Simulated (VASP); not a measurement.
## Os: single point with r2SCAN

The system is Os.

```
CELL_PARAMETERS angstrom
0.00000 1.91293 1.91293
1.91293 0.00000 1.91293
1.91293 1.91293 0.00000
ATOMIC_POSITIONS crystal
Os 0.00000 0.00000 0.00000
```

```yaml
Program: VASP 6.6.1
Task: single point
Functional: r2SCAN
Potentials_or_basis: VASP PAW PBE potentials, release 64 (Os)
Cutoff: 520 eV
k_mesh: 8 × 8 × 8
Occupations: gaussian, width 0.1 eV
Spin: no spin polarisation
Dipole_correction: no
Further_INCAR_settings: ALGO = Normal; EDIFF = 1e-06; NBANDS = 10
```

| Item | Value |
| --- | --- |
| Pressure | 3.1 GPa |
| Band gap on the k mesh | zero (band 4 reaches 11.62 eV, above the bottom of band 5 at 8.16 eV) |

Levels at points of the mesh, in eV from the Fermi level:
| k point | band 1 | band 2 | band 3 | band 4 | band 5 | band 6 | band 7 | band 8 | band 9 |
| --- | --- | --- | --- | --- | --- | --- | --- | --- | --- |
| (0.00, 0.00, 0.00) | -11.08 | -2.90 | -2.90 | -2.90 | 0.26 | 0.26 | 15.17 | 21.32 | 21.32 |
| (0.50, 0.00, 0.00) | -7.83 | -3.08 | -3.08 | -0.03 | 2.77 | 2.77 | 9.71 | 14.73 | 21.65 |
| (0.50, 0.50, 0.00) | -7.71 | -6.98 | 2.65 | 2.71 | 3.48 | 3.48 | 13.13 | 13.13 | 13.19 |

It took 27 s on 1 thread of AMD EPYC 7R43 64-Core Processor (Zen 3), on a shared host, peak memory 0.09 GiB.

Caveat: the PAW data sets were made with another functional, which shifts forces and pressure a little; spin-orbit coupling is left out, which moves the levels of the heavy elements.
